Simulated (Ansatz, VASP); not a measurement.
# One calculation of Te3MoF, two programs

```xyz
5
Lattice="5.1848 0.0000 0.0000 0.0000 5.1848 0.0000 0.0000 0.0000 5.3563" Properties=species:S:1:pos:R:3 pbc="T T T"
Te    2.5924    2.5924    0.0000
Te    0.0000    2.5924    0.0000
Te    2.5924    0.0000    0.0000
Mo    2.5924    2.5924    2.6781
F     0.0000    0.0000    0.0000
```

Alike in both runs: task single point; functional PBE; k mesh 4 × 4 × 4; occupations gaussian, width 0.1 eV; collinear spin.

|  | VASP | Ansatz |
| --- | --- | --- |
| version | VASP 6.6.1 | Ansatz 0.2.0 |
| potentials or method | VASP PAW PBE potentials, release 64 (Te, Mo_sv, F), cutoff 520 eV | scalar-relativistic, plane waves, PAW |
| valence electrons in the cell | 39 | 69 |

|  | VASP | Ansatz | Ansatz less VASP |
| --- | --- | --- | --- |
| gap on the k mesh at the Fermi level (eV) | none | none | - |
| pressure (GPa) | 18.2 | 18.2 | -0.05 |
| traceless stress, the component that is largest in VASP (GPa) | -16.35 | -16.30 | +0.051 |
| net moment per atom (μB) | 0.83 | 0.83 | +0.001 |
| size of the moment on the site where the two differ most (μB) | 3.42 | 2.98 | -0.438 |

Site moments also hang on the region over which each program counts them. A gap of «none» marks a metal or a gap that the smearing closes. VASP's potentials hold 39 valence electrons a cell and Ansatz's 69, so a difference there can come from the potentials and not from the codes.

Neither program's run includes spin-orbit coupling.
